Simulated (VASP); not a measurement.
# CdS (Fm-3m) in VASP: settings compared

Aim: see how the results for CdS move with the level of theory and the settings. Levels: PBEsol-based global hybrid with 25 % exact exchange, PBEsol-based screened hybrid with 25 % exact exchange, PBE0, HSE06. Tasks: single point.

Everything below comes from runs of VASP 6.6.1. Logs are shortened: lines on timing, memory, paths and dates and some standing lists are left out, and cuts for length are marked.

## (1) The cell of the first run

The structure is cubic, space group Fm-3m (No. 225). Conventional cell: a = 5.396 Å, b = 5.396 Å, c = 5.396 Å, α = 90.00°, β = 90.00°, γ = 90.00°. Cd (site symmetry m-3m) has 6 S at 2.70 Å within 3.6 Å. S (site symmetry m-3m) has 6 Cd at 2.70 Å within 3.6 Å.

## (2) Single point, PBEsol-based global hybrid with 25 % exact exchange

POSCAR

```
CdS
1.0
    0.0000000000      2.6981470315      2.6981470315
    2.6981470315      0.0000000000      2.6981470315
    2.6981470315      2.6981470315      0.0000000000
Cd S
1 1
Direct
    0.0000000000      0.0000000000      0.0000000000
    0.5000000000      0.5000000000      0.5000000000
```

INCAR.step1

```
SYSTEM = CdS
ALGO = Normal ; EDIFF = 1E-5
ENCUT = 520 ; GGA = PE
ISIF = 2 ; ISMEAR = -1
LASPH = .True. ; LCHARG = .False.
LREAL = .False. ; LWAVE = .True.
NBANDS = 16 ; NELM = 60
PREC = Accurate ; SIGMA = 0.05
```

INCAR.step2

```
SYSTEM = CdS
AEXX = 0.25 ; ALGO = Normal
EDIFF = 1E-6 ; ENCUT = 520
GGA = PS ; ISIF = 2
ISMEAR = -1 ; ISTART = 1
LASPH = .True. ; LCHARG = .False.
LHFCALC = .True. ; LREAL = .False.
LWAVE = .False. ; NBANDS = 16
NELM = 60 ; PREC = Accurate
PRECFOCK = Normal ; SIGMA = 0.05
```

KPOINTS

```
k-points
0
Gamma
  4 4 4
  0 0 0
```

Potentials or basis: VASP PAW PBE potentials, release 64 (Cd, S).

Command:

```sh
> cat potpaw_PBE.64/Cd/POTCAR potpaw_PBE.64/S/POTCAR > POTCAR
> cp INCAR.step1 INCAR
> mpirun -np 1 vasp_std > vasp.out
> cp INCAR.step2 INCAR
> mpirun -np 1 vasp_std > vasp.out
```

OUTCAR:

```text
SYSTEM = CdS
   AEXX = 0.25
   EDIFF = 1E-6
   ENCUT = 520
   GGA = PS
   ISIF = 2
   ISMEAR = -1
   ISTART = 1
   LASPH = .True.
   LHFCALC = .True.
   LREAL = .False.
   NELM = 60
   PREC = Accurate
   PRECFOCK = Normal

 ion  position               nearest neighbor table
   1  0.000  0.000  0.000-   2 2.70   2 2.70   2 2.70   2 2.70   2 2.70   2 2.70
   2  0.500  0.500  0.500-   1 2.70   1 2.70   1 2.70   1 2.70   1 2.70   1 2.70

  LATTYP: Found a face centered cubic cell.
 ALAT       =     5.3962940630

  Lattice vectors:

 A1 = (   0.0000000000,   2.6981470315,   2.6981470315)
 A2 = (   2.6981470315,   0.0000000000,   2.6981470315)
 A3 = (   2.6981470315,   2.6981470315,   0.0000000000)

Analysis of symmetry for initial positions (statically):
=====================================================================
 Subroutine PRICEL returns:
 Original cell was already a primitive cell.

 Routine SETGRP: Setting up the symmetry group for a
 face centered cubic supercell.

 Subroutine GETGRP returns: Found 48 space group operations
 (whereof 48 operations were pure point group operations)
 out of a pool of 48 trial point group operations.

The static configuration has the point symmetry O_h .

Analysis of symmetry for dynamics (positions and initial velocities):
=====================================================================
 Subroutine PRICEL returns:
 Original cell was already a primitive cell.

 Routine SETGRP: Setting up the symmetry group for a
 face centered cubic supercell.

 Subroutine GETGRP returns: Found 48 space group operations
 (whereof 48 operations were pure point group operations)
 out of a pool of 48 trial point group operations.

The dynamic configuration has the point symmetry O_h .

 Subroutine INISYM returns: Found 48 space group operations
 (whereof 48 operations are pure point group operations),
 and found     1 'primitive' translations

----------------------------------------------------------------------------------------

                                     Primitive cell

  volume of cell :      39.2850

  direct lattice vectors                    reciprocal lattice vectors
     0.000000000  2.698147032  2.698147032    -0.185312362  0.185312362  0.185312362
     2.698147032  0.000000000  2.698147032     0.185312362 -0.185312362  0.185312362
     2.698147032  2.698147032  0.000000000     0.185312362  0.185312362 -0.185312362

  length of vectors
     3.815756125  3.815756125  3.815756125     0.320970427  0.320970427  0.320970427

  position of ions in fractional coordinates (direct lattice)
     0.000000000  0.000000000  0.000000000
     0.500000000  0.500000000  0.500000000

  ion indices of the primitive-cell ions
   primitive index   ion index
                 1           1
                 2           2

----------------------------------------------------------------------------------------

 KPOINTS: k-points

Automatic generation of k-mesh.
 Grid dimensions read from file:
 generate k-points for:    4    4    4

 Generating k-lattice:

  Cartesian coordinates                     Fractional coordinates (reciprocal lattice)
    -0.046328091  0.046328091  0.046328091     0.250000000  0.000000000  0.000000000
     0.046328091 -0.046328091  0.046328091     0.000000000  0.250000000  0.000000000
     0.046328091  0.046328091 -0.046328091     0.000000000  0.000000000  0.250000000

  Length of vectors
     0.080242607  0.080242607  0.080242607

  Shift w.r.t. Gamma in fractional coordinates (k-lattice)
     0.000000000  0.000000000  0.000000000

 Subroutine IBZKPT returns following result:
 ===========================================

 Found      8 irreducible k-points:

 Following reciprocal coordinates:
            Coordinates               Weight
  0.000000  0.000000  0.000000      1.000000
  0.250000  0.000000  0.000000      8.000000
  0.500000  0.000000  0.000000      4.000000
  0.250000  0.250000  0.000000      6.000000
  0.500000  0.250000  0.000000     24.000000
 -0.250000  0.250000  0.000000     12.000000
  0.500000  0.500000  0.000000      3.000000
 -0.250000  0.500000  0.250000      6.000000
   k-points           NKPTS =      8   k-points in BZ     NKDIM =     64   number of bands    NBANDS=     16
   number of dos      NEDOS =    301   number of ions     NIONS =      2
   total plane-waves  NPLWV =  21952
   dimension x,y,z NGX =    28 NGY =   28 NGZ =   28
   dimension x,y,z NGXF=    56 NGYF=   56 NGZF=   56
   ions per type =               1   1
   NGX,Y,Z   is equivalent  to a cutoff of  12.20, 12.20, 12.20 a.u.
   NGXF,Y,Z  is equivalent  to a cutoff of  24.40, 24.40, 24.40 a.u.
 SYSTEM =  CdS
   PREC   = accura    normal or accurate (medium, high low for compatibility)
   ISTART =      1    job   : 0-new  1-cont  2-samecut
   ICHARG =      0    charge: 1-file 2-atom 10-const
   ISPIN  =      1    spin polarized calculation?
   LNONCOLLINEAR =      F non collinear calculations
   LSORBIT =      F    spin-orbit coupling
   LASPH  =      T    aspherical Exc in radial PAW
   ENCUT  =  520.0 eV  38.22 Ry    6.18 a.u.   7.09  7.09  7.09*2*pi/ulx,y,z
   NELM   =     60;   NELMIN=  2; NELMDL=  0     # of ELM steps
   EDIFF  = 0.1E-05   stopping-criterion for ELM
   LREAL  =      F    real-space projection
   EDIFFG = 0.1E-04   stopping-criterion for IOM
   NSW    =      0    number of steps for IOM
   IBRION =     -1    ionic relax: 0-MD 1-quasi-New 2-CG
   NFREE  =      0    steps in history (QN), initial steepest desc. (CG)
   ISIF   =      2    stress and relaxation
   ISYM   =      3    0-nonsym 1-usesym 2-fastsym
   POTIM  = 0.5000    time-step for ionic-motion
   TEBEG  =    0.0;   TEEND  =   0.0 temperature during run
   PSTRESS=    0.0 pullay stress
   NELECT =      18.0000    total number of electrons
   NUPDOWN=      -1.0000    fix difference up-down
   EMIN   =  10.00;   EMAX   =-10.00  energy-range for DOS
   EFERMI =   0.00;   METHOD = LEGACY
   ISMEAR =    -1;   SIGMA  =   0.05  broadening in eV -4-tet -1-fermi 0-gaus
   EFERMI_NEDOS =   21; number of points for ismear=-14 and -15
   IALGO  =     38    algorithm
   IMIX   =      1    mixing-type and parameters
     AMIX     =   0.40;   BMIX     =  1.00
     AMIX_MAG =   1.60;   BMIX_MAG =  1.00
  volume/ion in A,a.u.               =      19.64       132.55
  Fermi-wavevector in a.u.,A,eV,Ry     =   1.262089  2.385003 21.672301  1.592869
  Thomas-Fermi vector in A             =   2.395515
   LORBIT       =      0    0 simple, 1 ext, 2 COOP (PROOUT), +10 PAW based schemes
   GGA     = PS    functional components
   LHFCALC =     T    Hartree Fock is set to
   PRECFOCK=normal    Normal, Fast or Accurate (Low or Medium for compatibility)
   ENCUT4O =  -1.0   cutoff for four orbital integrals eV
   NKREDX  =     1    reduce k-point grid by
   NKREDY  =     1    reduce k-point grid by
   NKREDZ  =     1    reduce k-point grid by
   AEXX    =    0.2500 exact exchange contribution
   HFSCREEN=    0.0000 screening length (either q_TF or 0.3 A-1)
   HFSCREENC=   0.0000 screening length for correlation (either q_TF or 0.3 A-1)
   ENCUTFOCK=  -1.0 apply spherical cutoff to Coloumb kernel
   IVDW    =     0    specifies the selected vdW correction
   LEPSILON=     F    determine dielectric tensor
   LRPA    =     F    only Hartree local field effects (RPA)
 non-spin polarized calculation
  energy-cutoff  :      520.00
  volume of cell :       39.29
 maximum number of plane-waves:      1067
  NGX = 24; NGY = 24; NGZ = 24

 number of electron      18.0000008 magnetization

 Free energy of the ion-electron system (eV)
  ---------------------------------------------------
  ext. energy  EPLUGINS =         0.00000000
  ---------------------------------------------------
  free energy    TOTEN  =        -8.43158504 eV

  energy without entropy =       -8.43158503  energy(sigma->0) =       -8.43158503

 E-fermi :   3.1888     XC(G=0):  -8.5004

 val. band max:        2.2470769288   @ k =   0.5000   0.0000   0.0000
 cond. band min:       4.0798307086   @ k =   0.5000   0.5000   0.0000
 fundamental gap:      1.8327537798
 Fermi energy:         3.1887946943

 k-point     1 :       0.0000    0.0000    0.0000
  band No.  band energies     occupation
      1     -12.1723      2.00000
      2      -6.7454      2.00000
      3      -6.7454      2.00000
      4      -6.7147      2.00000
      5      -6.7147      2.00000
      6      -6.7147      2.00000
[... 8 lines left out ...]
     15      16.1446      0.00000
     16      16.1446      0.00000

 k-point     2 :       0.2500    0.0000    0.0000
  band No.  band energies     occupation
      1     -11.5787      2.00000
      2      -6.9198      2.00000
      3      -6.9198      2.00000
      4      -6.7932      2.00000
      5      -6.6036      2.00000
      6      -6.6036      2.00000
[... 8 lines left out ...]
     15      15.1677      0.00000
     16      15.2231      0.00000

 k-point     3 :       0.5000    0.0000    0.0000
  band No.  band energies     occupation
      1     -10.7850      2.00000
      2      -7.0872      2.00000
      3      -7.0872      2.00000
      4      -6.9997      2.00000
      5      -6.4855      2.00000
      6      -6.4855      2.00000
[... 8 lines left out ...]
     15      17.5587      0.00000
     16      17.5587      0.00000

 k-point     4 :       0.2500    0.2500    0.0000
  band No.  band energies     occupation
      1     -11.5118      2.00000
      2      -6.8894      2.00000
      3      -6.8043      2.00000
      4      -6.6852      2.00000
      5      -6.5885      2.00000
      6      -6.5885      2.00000
[... 8 lines left out ...]
     15      17.5738      0.00000
     16      19.5644      0.00000

 k-point     5 :       0.5000    0.2500    0.0000
  band No.  band energies     occupation
      1     -10.9746      2.00000
      2      -6.8649      2.00000
      3      -6.8404      2.00000
      4      -6.6741      2.00000
      5      -6.4581      2.00000
      6      -6.3124      2.00000
[... 8 lines left out ...]
     15      18.2033      0.00000
     16      19.7712      0.00000

 k-point     6 :      -0.2500    0.2500    0.0000
  band No.  band energies     occupation
      1     -11.0258      2.00000
      2      -7.0215      2.00000
      3      -6.9372      2.00000
      4      -6.7441      2.00000
      5      -6.5484      2.00000
      6      -6.3986      2.00000
[... 8 lines left out ...]
     15      18.3422      0.00000
     16      19.1190      0.00000

 k-point     7 :       0.5000    0.5000    0.0000
  band No.  band energies     occupation
      1     -11.1257      2.00000
      2      -6.8939      2.00000
      3      -6.6244      2.00000
      4      -6.4088      2.00000
      5      -6.4088      2.00000
      6      -5.5340      2.00000
[... 8 lines left out ...]
     15      19.2401      0.00000
     16      19.3707      0.00000

 k-point     8 :      -0.2500    0.5000    0.2500
  band No.  band energies     occupation
      1     -10.9321      2.00000
      2      -6.9032      2.00000
      3      -6.7131      2.00000
      4      -6.7131      2.00000
      5      -6.4086      2.00000
      6      -5.7683      2.00000
[... 8 lines left out ...]
     15      17.7498      0.00000
     16      19.3522      0.00000

------------------------ aborting loop because EDIFF is reached ----------------------------------------

  FORCE on cell =-STRESS in cart. coord.  units (eV):
  Direction    XX          YY          ZZ          XY          YZ          ZX
  --------------------------------------------------------------------------------------
  -------------------------------------------------------------------------------------
  Total        0.0752192      0.0752192      0.0752192     -0.0000000      0.0000000      0.0000000
  in kB        3.0676972      3.0676972      3.0676972     -0.0000000      0.0000000      0.0000000
  external PRESSURE =       3.0676972 kB  Pullay stress =       0.0000000 kB

 VOLUME and BASIS-vectors are now :
 -----------------------------------------------------------------------------
  energy-cutoff  :      520.00
  volume of cell :       39.29
      direct lattice vectors                 reciprocal lattice vectors
     0.000000000  2.698147032  2.698147032    -0.185312362  0.185312362  0.185312362
     2.698147032  0.000000000  2.698147032     0.185312362 -0.185312362  0.185312362
     2.698147032  2.698147032  0.000000000     0.185312362  0.185312362 -0.185312362

 POSITION                                       TOTAL-FORCE (eV/Angst)
 -----------------------------------------------------------------------------------
      0.00000      0.00000      0.00000         0.000000      0.000000      0.000000
      2.69815      2.69815      2.69815        -0.000000     -0.000000     -0.000000
 -----------------------------------------------------------------------------------
    total drift:                               -0.000000     -0.000000     -0.000000

  FREE ENERGIE OF THE ION-ELECTRON SYSTEM (eV)
  ---------------------------------------------------
  free  energy   TOTEN  =        -8.4315850364 eV

  energy  without entropy=       -8.4315850330  energy(sigma->0) =       -8.43158503
```

It used 1200 s of CPU time on 1 thread of AMD EPYC 7R13 Processor (Zen 3), with other jobs on the host.

What came out:

| Quantity | Value |
| --- | --- |
| Free energy | -8.4316 eV |
| Pressure | 0.3 GPa |
| Band gap on the k mesh | 1.83 eV (least direct gap 3.63 eV) |

Levels at points of the mesh, in eV from the valence-band top:
| k point | band 6 | band 7 | band 8 | band 9 | band 10 | band 11 | band 12 | band 13 |
| --- | --- | --- | --- | --- | --- | --- | --- | --- |
| (0.00, 0.00, 0.00) | -8.96 | -0.85 | -0.85 | -0.85 | 2.78 | 11.10 | 11.10 | 11.10 |
| (0.50, 0.00, 0.00) | -8.73 | -5.58 | 0.00 | 0.00 | 5.03 | 7.64 | 7.64 | 9.48 |
| (0.50, 0.50, 0.00) | -7.78 | -4.98 | -2.50 | -2.50 | 1.83 | 7.54 | 12.28 | 13.83 |

Caveat: the k points lie up to 0.50 Å⁻¹ apart; the PAW data sets were made with another functional, which shifts forces and pressure a little.

## (3) Single point, PBEsol-based screened hybrid with 25 % exact exchange

POSCAR

```
CdS
1.0
    0.0000000000      2.6997345463      2.6997345463
    2.6997345463      0.0000000000      2.6997345463
    2.6997345463      2.6997345463      0.0000000000
Cd S
1 1
Direct
    0.0000000000      0.0000000000      0.0000000000
    0.5000000000      0.5000000000      0.5000000000
```

INCAR.step1

```
SYSTEM = CdS
PREC = Accurate
ENCUT = 520
EDIFF = 1E-5
ISMEAR = -1
SIGMA = 0.05
LREAL = .FALSE.
LASPH = .TRUE.
NELM = 100
ALGO = Normal
ISIF = 2
LWAVE = .TRUE.
LCHARG = .FALSE.
NBANDS = 16
GGA = PE
```

INCAR.step2

```
SYSTEM = CdS
PREC = Accurate
ENCUT = 520
EDIFF = 1E-6
ISMEAR = -1
SIGMA = 0.05
LREAL = .FALSE.
LASPH = .TRUE.
NELM = 100
ALGO = Normal
ISIF = 2
LWAVE = .FALSE.
LCHARG = .FALSE.
GGA = PS
LHFCALC = .TRUE.
AEXX = 0.25
HFSCREEN = 0.207
PRECFOCK = Normal
NBANDS = 16
ISTART = 1
```

KPOINTS

```
Automatic mesh
0
G
  4 4 4
  0 0 0
```

Potentials or basis: VASP PAW PBE potentials, release 64 (Cd, S).

Command:

```sh
> cat potpaw_PBE.64/Cd/POTCAR potpaw_PBE.64/S/POTCAR > POTCAR
> cp INCAR.step1 INCAR
> mpirun -np 1 vasp_std > vasp.out
> cp INCAR.step2 INCAR
> mpirun -np 1 vasp_std > vasp.out
```

It took 11 min on 1 thread of AMD EPYC 7R13 (Zen 3), shared host; peak memory 0.24 GiB.

The run converged. Its results:

| Quantity | Value |
| --- | --- |
| Free energy | -7.8118 eV |
| Pressure | 0.5 GPa |
| Band gap on the k mesh | 1.08 eV (least direct gap 2.86 eV) |

Levels at points of the mesh, in eV from the valence-band top:
```csv
k point,band 7,band 8,band 9,band 10,band 11,band 12
"(0.00, 0.00, 0.00)",-0.84,-0.84,-0.84,2.02,10.33,10.33
"(0.50, 0.00, 0.00)",-5.53,0.00,0.00,4.30,6.88,6.88
"(0.50, 0.50, 0.00)",-4.93,-2.47,-2.47,1.08,6.79,11.49
```

Caveat: the k points lie up to 0.50 Å⁻¹ apart; the PAW data sets were made with another functional, which shifts forces and pressure a little. A k mesh can miss the band edges.

(Part 1 of 2 ends here.)
